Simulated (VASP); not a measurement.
# Fe (Im-3m) in VASP: a series of runs

The runs below take Fe through single point, with r2SCAN.

Everything below comes from runs of VASP 6.6.1. Logs are shortened: lines on timing, memory, paths and dates and some standing lists are left out, and cuts for length are marked.

### 1 The cell of the first run

It takes space group Im-3m (No. 229, cubic). Conventional cell: a = 2.863 Å, b = 2.863 Å, c = 2.863 Å, α = 90.00°, β = 90.00°, γ = 90.00°. Fe (site symmetry m-3m) has 14 Fe at 2.48 to 2.86 Å within 3.3 Å.

### 2 Single point, r2SCAN, collinear spin, zero start

Input file POSCAR:

```
Fe
1.0
   -1.4314200000      1.4314200000      1.4314200000
    1.4314200000     -1.4314200000      1.4314200000
    1.4314200000      1.4314200000     -1.4314200000
Fe
1
Direct
    0.0000000000      0.0000000000      0.0000000000
```

Input file INCAR.step1:

```
  PREC = Accurate
  ENCUT = 520
  ISMEAR = -1
  SIGMA = 0.1
  LREAL = F
  LASPH = T
  NELM = 150
  ISPIN = 2
  MAGMOM = 0
  NUPDOWN = 0.0
  LMAXMIX = 4
  NBANDS = 14
  GGA = PE
  ALGO = Normal
  EDIFF = 1E-4
  LWAVE = T
  LCHARG = F
```

Input file INCAR.step2:

```
  PREC = Accurate
  ENCUT = 520
  EDIFF = 1E-6
  ISMEAR = -1
  SIGMA = 0.1
  LREAL = F
  LASPH = T
  NELM = 150
  ALGO = Normal
  ISIF = 2
  LWAVE = F
  LCHARG = F
  ISPIN = 2
  MAGMOM = 0
  LORBIT = 11
  NUPDOWN = 0.0
  LMAXMIX = 4
  METAGGA = R2SCAN
  LMIXTAU = T
  NBANDS = 14
  ISTART = 1
```

Input file KPOINTS:

```
regular mesh
0
Gamma
  15 15 15
```

Potentials or basis: VASP PAW PBE potentials, release 64 (Fe).

On the command line:

```bash
cat potpaw_PBE.64/Fe/POTCAR > POTCAR
cp INCAR.step1 INCAR
mpirun -np 1 vasp_std > vasp.out
cp INCAR.step2 INCAR
mpirun -np 1 vasp_std > vasp.out
```

OUTCAR:

```text
PREC = Accurate
   ENCUT = 520
   EDIFF = 1E-6
   ISMEAR = -1
   LREAL = F
   LASPH = T
   NELM = 150
   ISIF = 2
   ISPIN = 2
   LORBIT = 11
   NUPDOWN = 0.0
   METAGGA = R2SCAN
   ISTART = 1

 ion  position               nearest neighbor table
   1  0.000  0.000  0.000-

  LATTYP: Found a body centered cubic cell.
 ALAT       =     2.8628400000

  Lattice vectors:

 A1 = (  -1.4314200000,   1.4314200000,   1.4314200000)
 A2 = (   1.4314200000,  -1.4314200000,   1.4314200000)
 A3 = (   1.4314200000,   1.4314200000,  -1.4314200000)

Analysis of symmetry for initial positions (statically):
=====================================================================
 Subroutine PRICEL returns:
 Original cell was already a primitive cell.

 Routine SETGRP: Setting up the symmetry group for a
 body centered cubic supercell.

 Subroutine GETGRP returns: Found 48 space group operations
 (whereof 48 operations were pure point group operations)
 out of a pool of 48 trial point group operations.

The static configuration has the point symmetry O_h .

Analysis of symmetry for dynamics (positions and initial velocities):
=====================================================================
 Subroutine PRICEL returns:
 Original cell was already a primitive cell.

 Routine SETGRP: Setting up the symmetry group for a
 body centered cubic supercell.

 Subroutine GETGRP returns: Found 48 space group operations
 (whereof 48 operations were pure point group operations)
 out of a pool of 48 trial point group operations.

The dynamic configuration has the point symmetry O_h .

Analysis of structural, dynamic, and magnetic symmetry:
=====================================================================
 Subroutine PRICEL returns:
 Original cell was already a primitive cell.

 Routine SETGRP: Setting up the symmetry group for a
 body centered cubic supercell.

 Subroutine GETGRP returns: Found 48 space group operations
 (whereof 48 operations were pure point group operations)
 out of a pool of 48 trial point group operations.

The overall configuration has the point symmetry O_h .

 Subroutine INISYM returns: Found 48 space group operations
 (whereof 48 operations are pure point group operations),
 and found     1 'primitive' translations

----------------------------------------------------------------------------------------

                                     Primitive cell

  volume of cell :      11.7317

  direct lattice vectors                    reciprocal lattice vectors
    -1.431420000  1.431420000  1.431420000     0.000000000  0.349303489  0.349303489
     1.431420000 -1.431420000  1.431420000     0.349303489  0.000000000  0.349303489
     1.431420000  1.431420000 -1.431420000     0.349303489  0.349303489  0.000000000

  length of vectors
     2.479292167  2.479292167  2.479292167     0.493989731  0.493989731  0.493989731

  position of ions in fractional coordinates (direct lattice)
     0.000000000  0.000000000  0.000000000

  ion indices of the primitive-cell ions
   primitive index   ion index
                 1           1

----------------------------------------------------------------------------------------

 KPOINTS: regular mesh

Automatic generation of k-mesh.
 Grid dimensions read from file:
 generate k-points for:   15   15   15

 Generating k-lattice:

  Cartesian coordinates                     Fractional coordinates (reciprocal lattice)
     0.000000000  0.023286899  0.023286899     0.066666667  0.000000000  0.000000000
     0.023286899  0.000000000  0.023286899     0.000000000  0.066666667  0.000000000
     0.023286899  0.023286899  0.000000000     0.000000000  0.000000000  0.066666667

  Length of vectors
     0.032932649  0.032932649  0.032932649

  Shift w.r.t. Gamma in fractional coordinates (k-lattice)
     0.000000000  0.000000000  0.000000000

 Subroutine IBZKPT returns following result:
 ===========================================

 Found    120 irreducible k-points:

 Following reciprocal coordinates:
            Coordinates               Weight
  0.000000  0.000000  0.000000      1.000000
  0.066667  0.000000  0.000000     12.000000
  0.133333  0.000000  0.000000     12.000000
  0.200000  0.000000  0.000000     12.000000
  0.266667  0.000000  0.000000     12.000000
  0.333333  0.000000  0.000000     12.000000
[... 16 lines left out ...]
  0.333333  0.200000  0.000000     48.000000
  0.400000  0.200000 -0.000000     24.000000
 [... further k-points ...]
   k-points           NKPTS =    120   k-points in BZ     NKDIM =    120   number of bands    NBANDS=     14
   number of dos      NEDOS =    301   number of ions     NIONS =      1
   total plane-waves  NPLWV =   5832
   dimension x,y,z NGX =    18 NGY =   18 NGZ =   18
   dimension x,y,z NGXF=    36 NGYF=   36 NGZF=   36
   ions per type =               1
   NGX,Y,Z   is equivalent  to a cutoff of  12.07, 12.07, 12.07 a.u.
   NGXF,Y,Z  is equivalent  to a cutoff of  24.14, 24.14, 24.14 a.u.
 SYSTEM =  unknown system
   PREC   = accura    normal or accurate (medium, high low for compatibility)
   ISTART =      1    job   : 0-new  1-cont  2-samecut
   ICHARG =      0    charge: 1-file 2-atom 10-const
   ISPIN  =      2    spin polarized calculation?
   LNONCOLLINEAR =      F non collinear calculations
   LSORBIT =      F    spin-orbit coupling
   LASPH  =      T    aspherical Exc in radial PAW
   ENCUT  =  520.0 eV  38.22 Ry    6.18 a.u.   4.61  4.61  4.61*2*pi/ulx,y,z
   NELM   =    150;   NELMIN=  2; NELMDL=  0     # of ELM steps
   EDIFF  = 0.1E-05   stopping-criterion for ELM
   LREAL  =      F    real-space projection
   EDIFFG = 0.1E-04   stopping-criterion for IOM
   NSW    =      0    number of steps for IOM
   IBRION =     -1    ionic relax: 0-MD 1-quasi-New 2-CG
   NFREE  =      0    steps in history (QN), initial steepest desc. (CG)
   ISIF   =      2    stress and relaxation
   ISYM   =      2    0-nonsym 1-usesym 2-fastsym
   POTIM  = 0.5000    time-step for ionic-motion
   TEBEG  =    0.0;   TEEND  =   0.0 temperature during run
   PSTRESS=    0.0 pullay stress
   NELECT =       8.0000    total number of electrons
   NUPDOWN=       0.0000    fix difference up-down
   EMIN   =  10.00;   EMAX   =-10.00  energy-range for DOS
   EFERMI =   0.00;   METHOD = LEGACY
   ISMEAR =    -1;   SIGMA  =   0.10  broadening in eV -4-tet -1-fermi 0-gaus
   EFERMI_NEDOS =   21; number of points for ismear=-14 and -15
   IALGO  =     38    algorithm
   IMIX   =      4    mixing-type and parameters
     AMIX     =   0.40;   BMIX     =  1.00
     AMIX_MAG =   1.60;   BMIX_MAG =  1.00
  volume/ion in A,a.u.               =      11.73        79.17
  Fermi-wavevector in a.u.,A,eV,Ry     =   1.440957  2.723014 28.250561  2.076358
  Thomas-Fermi vector in A             =   2.559643
   LORBIT       =     11    0 simple, 1 ext, 2 COOP (PROOUT), +10 PAW based schemes
   METAGGA = R2SCAN    functional components
   LHFCALC =     F    Hartree Fock is set to
   AEXX    =    0.0000 exact exchange contribution
   IVDW    =     0    specifies the selected vdW correction
   LEPSILON=     F    determine dielectric tensor
   LRPA    =     F    only Hartree local field effects (RPA)
 spin polarized calculation
  energy-cutoff  :      520.00
  volume of cell :       11.73
 maximum number of plane-waves:       329
   NGX =  9   NGY =  9   NGZ =  9

 number of electron       7.9999999 magnetization      -0.0000000

 number of electron       7.9999999 magnetization       0.0000000

 Free energy of the ion-electron system (eV)
  ---------------------------------------------------
  ext. energy  EPLUGINS =         0.00000000
  ---------------------------------------------------
  free energy    TOTEN  =       -13.18424769 eV

  energy without entropy =      -13.07068924  energy(sigma->0) =      -13.12746847

 E-fermi :   5.4370     XC(G=0): -14.0952

 val. band max:        5.4333549073   @ k =  -0.3333  -0.4000   0.0667
 cond. band min:       5.4406649905   @ k =   0.2667   0.2000   0.0667
 fundamental gap:      0.0073100833
 Fermi energy:         5.4369767434

 spin component 1

 k-point     1 :       0.0000    0.0000    0.0000
  band No.  band energies     occupation
      1      -3.2907      1.00000
      2       3.7789      1.00000
      3       3.7789      1.00000
      4       3.7789      1.00000
      5       5.4590      0.44513
      6       5.4590      0.44513
      7      31.1278      0.00000
      8      31.1278      0.00000
      9      31.1278      0.00000
     10      36.2444      0.00000
     11      36.2444      0.00000
     12      38.4608      0.00000
     13      38.4610      0.00000
     14      38.4610      0.00000

 k-point     2 :       0.0667    0.0000    0.0000
  band No.  band energies     occupation
      1      -3.1028      1.00000
      2       3.7258      1.00000
      3       3.7725      1.00000
      4       3.8793      1.00000
      5       5.4044      0.58080
      6       5.4632      0.43470
      7      29.8473      0.00000
      8      30.8301      0.00000
      9      30.9636      0.00000
     10      35.6875      0.00000
     11      36.4321      0.00000
     12      36.6038      0.00000
     13      37.2299      0.00000
     14      38.9999      0.00000
[... 343 lines left out ...]
      1       1.6733      1.00000
      2       2.7177      1.00000
      3       3.5083      1.00000
      4       5.3204      0.76242
      5       5.7809      0.03110
      6       8.7631      0.00000
      7      14.6349      0.00000
      8      18.7770      0.00000
      9      25.4697      0.00000
     10      32.2507      0.00000
     11      36.7915      0.00000
     12      40.5851      0.00000
     13      44.8253      0.00000
     14      48.9432      0.00000

 k-point    24 :       0.4000    0.2000   -0.0000
  band No.  band energies     occupation
      1       1.7017      1.00000
      2       2.7035      1.00000
      3       3.6474      1.00000
      4       5.3646      0.67334
      5       5.8101      0.02340
      6       9.5844      0.00000
      7      13.3835      0.00000
      8      18.5728      0.00000
      9      25.2724      0.00000
     10      32.2670      0.00000
     11      37.1497      0.00000
     12      40.3504      0.00000
     13      44.5155      0.00000
     14      50.7228      0.00000

 [... further k-points ...]

 spin component 2

 k-point     1 :       0.0000    0.0000    0.0000
  band No.  band energies     occupation
      1      -3.2907      1.00000
      2       3.7789      1.00000
      3       3.7789      1.00000
      4       3.7789      1.00000
      5       5.4590      0.44513
      6       5.4590      0.44513
      7      31.1278      0.00000
      8      31.1278      0.00000
      9      31.1278      0.00000
     10      36.2444      0.00000
     11      36.2444      0.00000
     12      38.4608      0.00000
     13      38.4610      0.00000
     14      38.4610      0.00000

 k-point     2 :       0.0667    0.0000    0.0000
  band No.  band energies     occupation
      1      -3.1028      1.00000
      2       3.7258      1.00000
      3       3.7725      1.00000
      4       3.8793      1.00000
      5       5.4044      0.58080
      6       5.4632      0.43470
      7      29.8473      0.00000
      8      30.8301      0.00000
      9      30.9636      0.00000
     10      35.6875      0.00000
     11      36.4321      0.00000
     12      36.6038      0.00000
     13      37.2299      0.00000
     14      38.9999      0.00000
[... 343 lines left out ...]
      1       1.6733      1.00000
      2       2.7177      1.00000
      3       3.5083      1.00000
      4       5.3204      0.76242
      5       5.7809      0.03110
      6       8.7631      0.00000
      7      14.6349      0.00000
      8      18.7770      0.00000
      9      25.4697      0.00000
     10      32.2507      0.00000
     11      36.7915      0.00000
     12      40.5851      0.00000
     13      44.8253      0.00000
     14      48.9432      0.00000

 k-point    24 :       0.4000    0.2000   -0.0000
  band No.  band energies     occupation
      1       1.7017      1.00000
      2       2.7035      1.00000
      3       3.6474      1.00000
      4       5.3646      0.67334
      5       5.8101      0.02340
      6       9.5844      0.00000
      7      13.3835      0.00000
      8      18.5728      0.00000
      9      25.2724      0.00000
     10      32.2670      0.00000
     11      37.1497      0.00000
     12      40.3504      0.00000
     13      44.5155      0.00000
     14      50.7228      0.00000

 [... further k-points ...]

------------------------ aborting loop because EDIFF is reached ----------------------------------------

  FORCE on cell =-STRESS in cart. coord.  units (eV):
  Direction    XX          YY          ZZ          XY          YZ          ZX
  --------------------------------------------------------------------------------------
  -------------------------------------------------------------------------------------
  Total       -2.1716331     -2.1716331     -2.1716331      0.0000000      0.0000000     -0.0000000
  in kB     -296.5758649   -296.5758649   -296.5758649      0.0000000      0.0000000     -0.0000000
  external PRESSURE =    -296.5758649 kB  Pullay stress =       0.0000000 kB

 VOLUME and BASIS-vectors are now :
 -----------------------------------------------------------------------------
  energy-cutoff  :      520.00
  volume of cell :       11.73
      direct lattice vectors                 reciprocal lattice vectors
    -1.431420000  1.431420000  1.431420000     0.000000000  0.349303489  0.349303489
     1.431420000 -1.431420000  1.431420000     0.349303489  0.000000000  0.349303489
     1.431420000  1.431420000 -1.431420000     0.349303489  0.349303489  0.000000000

 POSITION                                       TOTAL-FORCE (eV/Angst)
 -----------------------------------------------------------------------------------
      0.00000      0.00000      0.00000         0.000000     -0.000000      0.000000
 -----------------------------------------------------------------------------------
    total drift:                                0.000000     -0.000000      0.000000

  FREE ENERGIE OF THE ION-ELECTRON SYSTEM (eV)
  ---------------------------------------------------
  free  energy   TOTEN  =       -13.1842476880 eV

  energy  without entropy=      -13.0706892434  energy(sigma->0) =      -13.12746847

 total charge

# of ion       s       p       d       tot
------------------------------------------
    1        0.469   0.518   6.217   7.205

 magnetization (x)

# of ion       s       p       d       tot
------------------------------------------
    1       -0.000  -0.000   0.000   0.000
```

It took 3.9 min on 1 thread of AMD EPYC 7R43 (Zen 3), shared host; peak memory 0.11 GiB.

Results:

```
Free energy                                           : -13.1842 eV
Pressure                                              : -29.7 GPa
Net moment                                            : 0.00 μB per cell
Valence electrons inside the program's atomic spheres : Fe 7.21
```

Caveat: the PAW data sets were made with another functional, which shifts forces and pressure a little; the total moment is fixed, so each spin has its own Fermi level.

(Continued in part 2 of 2.)
